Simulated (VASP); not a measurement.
Pt: single point with LDA

Pt:

```
Pt
1.0
     0.00000    1.94806    1.94806
     1.94806    0.00000    1.94806
     1.94806    1.94806    0.00000
Pt
1
Cartesian
  0.0000 0.0000 0.0000
```

```yaml
Program: VASP 6.6.1
Task: single point
Functional: LDA
Potentials_or_basis: VASP PAW LDA potentials, release 64 (Pt)
Cutoff: 520 eV
k_mesh: 18 × 18 × 18
Occupations: fermi-dirac, width 0.05 eV
Spin: non-collinear spin, zero start, spin-orbit coupling
Starting_moments: "[[0.0, 0.0, 0.0]] μB"
```

The pressure is 1.0 GPa and the net moment is 0.00 μB per cell. The valence electrons inside the program's atomic spheres are Pt 9.36.

Moments on the atoms (μB; x, y, z):
```
Pt  0.00 0.00 0.00
```

Run time: 2.6 min on 1 thread of Intel Xeon 8259CL (shared host), peak memory 0.21 GiB.
